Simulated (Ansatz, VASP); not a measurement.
Two plane-wave programs on LiCl

Contents of INCAR:

```
SYSTEM = LiCl
PREC = Accurate
ENCUT = 520
EDIFF = 1E-6
ISMEAR = 0
SIGMA = 0.1
LREAL = .FALSE.
LASPH = .TRUE.
NELM = 80
ALGO = Normal
ISIF = 2
LWAVE = .FALSE.
LCHARG = .FALSE.
GGA = PE
NBANDS = 30
```

The input KPOINTS:

```
regular mesh
0
G
  4 2 2
  0 0 0
```

The input POSCAR:

```
LiCl
1.0
    0.0000000000      2.5741287790      2.5741287790
    5.1482575580      2.5741287790     -2.5741287790
   -5.1482575580      2.5741287790     -2.5741287790
Li Cl
4 4
Direct
    0.0000000000      0.0000000000      0.0000000000
    0.5000000000      0.5000000000      0.0000000000
    0.5000000000      1.0000000000      0.5000000000
    0.0000000000      0.5000000000      0.5000000000
    1.0000000000      0.2500000000      0.7500000000
    0.5000000000      0.7500000000      0.7500000000
    0.5000000000      0.2500000000      0.2500000000
    0.0000000000      0.7500000000      0.2500000000
```

Input for Ansatz:

```yaml
crystal:
  lattice:
    - [0.0, 2.574128779, 2.574128779]
    - [5.148257558, 2.574128779, -2.574128779]
    - [-5.148257558, 2.574128779, -2.574128779]
  atoms:
    - { symbol: Li, position: [0.0, 0.0, 0.0] }
    - { symbol: Li, position: [0.5, 0.5, 0.0] }
    - { symbol: Li, position: [0.5, 1.0, 0.5] }
    - { symbol: Li, position: [0.0, 0.5, 0.5] }
    - { symbol: Cl, position: [1.0, 0.25, 0.75] }
    - { symbol: Cl, position: [0.5, 0.75, 0.75] }
    - { symbol: Cl, position: [0.5, 0.25, 0.25] }
    - { symbol: Cl, position: [0.0, 0.75, 0.25] }
basis:
  ecutwfc: 420
kpoints:
  mp_grid: { grid: [4, 2, 2] }
hamiltonian:
  xc: pbe
scf:
  occupations: { method: gaussian, width: 0.1 }
  lower_state_search: "off"
output:
  forces: true
  stress: true
  eigenvalues: true
```

Alike in both runs: task single point; functional PBE; k mesh 4 × 2 × 2; occupations gaussian, width 0.1 eV; no spin polarisation.

|  | VASP | Ansatz |
| --- | --- | --- |
| version | VASP 6.6.1 | Ansatz 0.2.0 |
| potentials or method | VASP PAW PBE potentials, release 64 (Li_sv, Cl), cutoff 520 eV | scalar-relativistic, plane waves, PAW |
| valence electrons in the cell | 40 | 40 |

```csv
,VASP,Ansatz,Ansatz less VASP
gap on the k mesh at the Fermi level (eV),6.28,6.26,-0.012
least direct gap on the mesh (eV),6.28,6.26,-0.012
```

The k mesh is coarse, so the values compare programs but aren't converged. Noted on VASP's run: the cutoff is short for stress, so the pressure is rough.
